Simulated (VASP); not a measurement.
# WS2 in VASP: a series of runs, part 2 of 2

VASP 6.6.1. Earlier steps stand in the parts before.

## Step 5: Single point, PBEsol

Contents of INCAR:

```
SYSTEM = WS2
PREC = Accurate
ENCUT = 520
EDIFF = 1E-6
ISMEAR = 0
SIGMA = 0.05
LREAL = .False.
LASPH = .True.
NELM = 100
ALGO = Normal
ISIF = 2
LWAVE = .False.
LCHARG = .False.
LDIPOL = .True.
IDIPOL = 3
DIPOL = 0.5 0.5 0.500
GGA = PS
NBANDS = 35
```

Contents of KPOINTS:

```
regular mesh
0
Gamma
  9 9 1
  0 0 0
```

Contents of POSCAR:

```
WS2
1.0
    3.1476068077      0.0000000000      0.0000000000
   -1.5738034039      2.7259074566      0.0000000000
    0.0000000000      0.0000000000     24.5038647401
S W
4 2
Direct
    0.3333333333      0.6666666667      0.3060741675
    0.3333333333      0.6666666667      0.4339478745
    0.0000000000      0.0000000000      0.5660521255
    0.0000000000      0.0000000000      0.6939258325
    0.6666666667      0.3333333333      0.3700183493
    0.3333333333      0.6666666667      0.6299963073
```

Potentials or basis: VASP PAW PBE potentials, release 64 (S, W_sv).

Run with:

```sh
cat potpaw_PBE.64/S/POTCAR potpaw_PBE.64/W_sv/POTCAR > POTCAR
mpirun -np 1 vasp_std > vasp.out
```

OUTCAR:

```text
SYSTEM = WS2
   PREC = Accurate
   ENCUT = 520
   EDIFF = 1E-6
   ISMEAR = 0
   LREAL = .False.
   LASPH = .True.
   NELM = 100
   ISIF = 2
   GGA = PS

 ion  position               nearest neighbor table
   1  0.333  0.667  0.306-   5 2.40   5 2.40   5 2.40
   2  0.333  0.667  0.434-   5 2.40   5 2.40   5 2.40
   3  0.000  0.000  0.566-   6 2.40   6 2.40   6 2.40
   4  0.000  0.000  0.694-   6 2.40   6 2.40   6 2.40
   5  0.667  0.333  0.370-   2 2.40   2 2.40   2 2.40   1 2.40   1 2.40   1 2.40
   6  0.333  0.667  0.630-   4 2.40   4 2.40   4 2.40   3 2.40   3 2.40   3 2.40

  LATTYP: Found a hexagonal cell.
 ALAT       =     3.1476068077
 C/A-ratio  =     7.7849192219

  Lattice vectors:

 A1 = (   3.1476068077,   0.0000000000,   0.0000000000)
 A2 = (  -1.5738034039,   2.7259074566,   0.0000000000)
 A3 = (   0.0000000000,   0.0000000000,  24.5038647401)

Analysis of symmetry for initial positions (statically):
=====================================================================
 Subroutine PRICEL returns:
 Original cell was already a primitive cell.

 Routine SETGRP: Setting up the symmetry group for a
 hexagonal supercell.

 Subroutine GETGRP returns: Found  6 space group operations
 (whereof  6 operations were pure point group operations)
 out of a pool of 24 trial point group operations.

The static configuration has the point symmetry C_3v.

Analysis of symmetry for dynamics (positions and initial velocities):
=====================================================================
 Subroutine PRICEL returns:
 Original cell was already a primitive cell.

 Routine SETGRP: Setting up the symmetry group for a
 hexagonal supercell.

 Subroutine GETGRP returns: Found  6 space group operations
 (whereof  6 operations were pure point group operations)
 out of a pool of 24 trial point group operations.

The dynamic configuration has the point symmetry C_3v.

 Subroutine INISYM returns: Found  6 space group operations
 (whereof  6 operations are pure point group operations),
 and found     1 'primitive' translations

----------------------------------------------------------------------------------------

                                     Primitive cell

  volume of cell :     210.2452

  direct lattice vectors                    reciprocal lattice vectors
     3.147606808  0.000000000  0.000000000     0.317701689  0.183425156  0.000000000
    -1.573803404  2.725907457  0.000000000     0.000000000  0.366850312  0.000000000
     0.000000000  0.000000000 24.503864740     0.000000000  0.000000000  0.040809889

  length of vectors
     3.147606808  3.147606808 24.503864740     0.366850312  0.366850312  0.040809889

  position of ions in fractional coordinates (direct lattice)
     0.333333333  0.666666667  0.306074168
     0.333333333  0.666666667  0.433947874
     0.000000000  0.000000000  0.566052126
     0.000000000  0.000000000  0.693925832
     0.666666667  0.333333333  0.370018349
     0.333333333  0.666666667  0.629996307

  ion indices of the primitive-cell ions
   primitive index   ion index
                 1           1
                 2           2
                 3           3
[... 40 lines left out ...]
  0.444444  0.111111  0.000000      6.000000
  0.222222  0.222222  0.000000      6.000000
  0.333333  0.222222  0.000000     12.000000
  0.333333  0.333333  0.000000      2.000000
   k-points           NKPTS =     12   k-points in BZ     NKDIM =     12   number of bands    NBANDS=     35
   number of dos      NEDOS =    301   number of ions     NIONS =      6
   total plane-waves  NPLWV = 110592
   dimension x,y,z NGX =    24 NGY =   24 NGZ =  192
   dimension x,y,z NGXF=    48 NGYF=   48 NGZF=  384
   ions per type =               4   2
   NGX,Y,Z   is equivalent  to a cutoff of  12.68, 12.68, 13.03 a.u.
   NGXF,Y,Z  is equivalent  to a cutoff of  25.35, 25.35, 26.05 a.u.
 SYSTEM =  WS2
   PREC   = accura    normal or accurate (medium, high low for compatibility)
   ISTART =      0    job   : 0-new  1-cont  2-samecut
   ICHARG =      2    charge: 1-file 2-atom 10-const
   ISPIN  =      1    spin polarized calculation?
   LNONCOLLINEAR =      F non collinear calculations
   LSORBIT =      F    spin-orbit coupling
   LASPH  =      T    aspherical Exc in radial PAW
   ENCUT  =  520.0 eV  38.22 Ry    6.18 a.u.   5.85  5.85 45.56*2*pi/ulx,y,z
   NELM   =    100;   NELMIN=  2; NELMDL= -5     # of ELM steps
   EDIFF  = 0.1E-05   stopping-criterion for ELM
   LREAL  =      F    real-space projection
   EDIFFG = 0.1E-04   stopping-criterion for IOM
   NSW    =      0    number of steps for IOM
   IBRION =     -1    ionic relax: 0-MD 1-quasi-New 2-CG
   NFREE  =      0    steps in history (QN), initial steepest desc. (CG)
   ISIF   =      2    stress and relaxation
   ISYM   =      2    0-nonsym 1-usesym 2-fastsym
   POTIM  = 0.5000    time-step for ionic-motion
   TEBEG  =    0.0;   TEEND  =   0.0 temperature during run
   PSTRESS=    0.0 pullay stress
   NELECT =      52.0000    total number of electrons
   NUPDOWN=      -1.0000    fix difference up-down
   EMIN   =  10.00;   EMAX   =-10.00  energy-range for DOS
   EFERMI =   0.00;   METHOD = LEGACY
   ISMEAR =     0;   SIGMA  =   0.05  broadening in eV -4-tet -1-fermi 0-gaus
   EFERMI_NEDOS =   21; number of points for ismear=-14 and -15
   IALGO  =     38    algorithm
   IMIX   =      4    mixing-type and parameters
     AMIX     =   0.40;   BMIX     =  1.00
     AMIX_MAG =   1.60;   BMIX_MAG =  1.00
  volume/ion in A,a.u.               =      35.04       236.47
  Fermi-wavevector in a.u.,A,eV,Ry     =   1.027623  1.941926 14.367880  1.056009
  Thomas-Fermi vector in A             =   2.161578
   LORBIT       =      0    0 simple, 1 ext, 2 COOP (PROOUT), +10 PAW based schemes
   GGA     = PS    functional components
   LHFCALC =     F    Hartree Fock is set to
   AEXX    =    0.0000 exact exchange contribution
   IVDW    =     0    specifies the selected vdW correction
   LEPSILON=     F    determine dielectric tensor
   LRPA    =     F    only Hartree local field effects (RPA)
 non-spin polarized calculation
 Gauss-broadening in eV      SIGMA  =   0.05
  energy-cutoff  :      520.00
  volume of cell :      210.25
 maximum number of plane-waves:      5700
 NGX is ok and might be reduce to    24
   NGX = 11   NGY = 11   NGZ = 91

 number of electron      51.9999992 magnetization

 dipolmoment           0.000000      0.000000     -0.001957 electrons x Angstroem

 Free energy of the ion-electron system (eV)
  ---------------------------------------------------
  ext. energy  EPLUGINS =         0.00000000
  ---------------------------------------------------
  free energy    TOTEN  =       -50.52044618 eV

  energy without entropy =      -50.52044618  energy(sigma->0) =      -50.52044618

 E-fermi :   1.2387     XC(G=0):  -6.0189

 val. band max:        0.8700051731   @ k =   0.0000   0.0000   0.0000
 cond. band min:       2.5028586631   @ k =   0.3333   0.3333   0.0000
 fundamental gap:      1.6328534900
 Fermi energy:         1.2387179325

 k-point     1 :       0.0000    0.0000    0.0000
  band No.  band energies     occupation
      1     -73.3372      2.00000
      2     -73.2970      2.00000
      3     -37.6149      2.00000
      4     -37.5745      2.00000
      5     -37.4212      2.00000
      6     -37.4212      2.00000
[... 445 lines left out ...]
     34       6.3223      0.00000
     35       7.0149      0.00000

------------------------ aborting loop because EDIFF is reached ----------------------------------------

 vacuum level on the upper side and lower side of the slab       (xc-potential included)        -0.160        -0.119

  FORCE on cell =-STRESS in cart. coord.  units (eV):
  Direction    XX          YY          ZZ          XY          YZ          ZX
  --------------------------------------------------------------------------------------
  -------------------------------------------------------------------------------------
  Total       -0.0044475     -0.0044475      0.0587110      0.0000000      0.0000000      0.0000000
  in kB       -0.0338921     -0.0338921      0.4474079      0.0000000      0.0000000      0.0000000
  external PRESSURE =       0.1265413 kB  Pullay stress =       0.0000000 kB

 VOLUME and BASIS-vectors are now :
 -----------------------------------------------------------------------------
  energy-cutoff  :      520.00
  volume of cell :      210.25
      direct lattice vectors                 reciprocal lattice vectors
     3.147606808  0.000000000  0.000000000     0.317701689  0.183425156  0.000000000
    -1.573803404  2.725907457  0.000000000     0.000000000  0.366850312  0.000000000
     0.000000000  0.000000000 24.503864740     0.000000000  0.000000000  0.040809889

 POSITION                                       TOTAL-FORCE (eV/Angst)
 -----------------------------------------------------------------------------------
     -0.00000      1.81727      7.50000        -0.000000      0.000000     -0.010421
     -0.00000      1.81727     10.63340         0.000000     -0.000000      0.021533
      0.00000      0.00000     13.87046         0.000000      0.000000     -0.020856
      0.00000      0.00000     17.00386        -0.000000      0.000000      0.013255
      1.57380      0.90864      9.06688         0.000000     -0.000000     -0.013174
     -0.00000      1.81727     15.43734         0.000000     -0.000000      0.009663
 -----------------------------------------------------------------------------------
    total drift:                                0.000000     -0.000000      0.000035

  FREE ENERGIE OF THE ION-ELECTRON SYSTEM (eV)
  ---------------------------------------------------
  free  energy   TOTEN  =       -50.5204461800 eV

  energy  without entropy=      -50.5204461800  energy(sigma->0) =      -50.52044618

 vacuum level on the upper side and lower side of the slab         6.171         6.214
```

It took 2.8 min on 1 thread of Intel Xeon Platinum 8375C at 2.90GHz (Ice Lake), shared host; peak memory 0.34 GiB.

What came out:

- Free energy: -50.5204 eV
- Largest force: 0.022 eV/Å
- Band gap on the k mesh: 1.63 eV (least direct gap 1.89 eV)

Forces on the atoms (eV/Å):
```
S    0.000  0.000 -0.010
S    0.000  0.000  0.022
S    0.000  0.000 -0.021
S    0.000  0.000  0.013
W    0.000  0.000 -0.013
W    0.000  0.000  0.010
```

Levels at points of the mesh, in eV from the valence-band top:
| k point | band 24 | band 25 | band 26 | band 27 | band 28 | band 29 |
| --- | --- | --- | --- | --- | --- | --- |
| (0.00, 0.00, 0.00) | -1.83 | -0.60 | 0.00 | 2.68 | 2.68 | 2.72 |

Caveat: the PAW data sets were made with another functional, which shifts forces and pressure a little; spin-orbit coupling is left out, which moves the levels of the heavy elements.

## Step 6: Summary

```tsv
k mesh	smearing	gap on the mesh (eV)	largest force (eV/Å)
4 × 4 × 1	gaussian 0.05 eV	1.85	0.06
9 × 9 × 1	gaussian 0.05 eV	1.63	0.02
9 × 9 × 1	fermi-dirac 0.025 eV	1.63	0.02
```

Alike in all rows: task single point; level PBEsol; potentials or basis VASP PAW PBE potentials, release 64 (S, W_sv); no spin polarisation; cell as given; cutoff (eV) 520.

Caveats: some runs use coarse meshes; the PAW data sets were made with another functional, which shifts forces and pressure a little; spin-orbit coupling is left out, which moves the levels of the heavy elements.

Absolute energies hang on the potentials; compare differences alone.
